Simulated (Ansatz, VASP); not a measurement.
# SnSe2: VASP beside Ansatz

```
Sn Se
1.0
     1.90550   -3.30042    0.00000
     0.00000    0.00000   -6.13700
    11.43300    6.60084    0.00000
Sn Se
4 8
Direct
  0.00000 0.00000 0.00000
  0.50000 0.00000 0.25000
  0.00000 0.00000 0.50000
  0.50000 0.00000 0.75000
  0.50000 0.75000 0.08333
  0.00000 0.75000 0.33333
  0.50000 0.75000 0.58333
  0.00000 0.75000 0.83333
  0.00000 0.25000 0.16667
  0.50000 0.25000 0.41667
  0.00000 0.25000 0.66667
  0.50000 0.25000 0.91667
```

Alike in both runs: task single point; functional PBE; dispersion D3(BJ); k mesh 7 × 5 × 2; occupations gaussian, width 0.05 eV; no spin polarisation.

|  | VASP | Ansatz |
| --- | --- | --- |
| version | VASP 6.6.1 | Ansatz 0.2.0 |
| potentials or method | VASP PAW PBE potentials, release 64 (Sn_d, Se), cutoff 520 eV | scalar-relativistic, plane waves, PAW |
| valence electrons in the cell | 104 | 184 |

|  | VASP | Ansatz | Ansatz less VASP |
| --- | --- | --- | --- |
| gap on the k mesh at the Fermi level (eV) | 0.75 | 0.76 | +0.004 |
| least direct gap on the mesh (eV) | 1.03 | 1.03 | +0.001 |
| pressure (GPa) | 3.0 | 3.0 | -0.08 |
| traceless stress, the component that is largest in VASP (GPa) | 0.87 | 0.87 | -0.004 |
| rms of the force components (eV/Å) | 0.352 | 0.344 | -0.0077 |

Atom by atom the forces differ by 0.008 eV/Å (rms over components). VASP's potentials hold 104 valence electrons a cell and Ansatz's 184, so a difference there can come from the potentials and not from the codes.
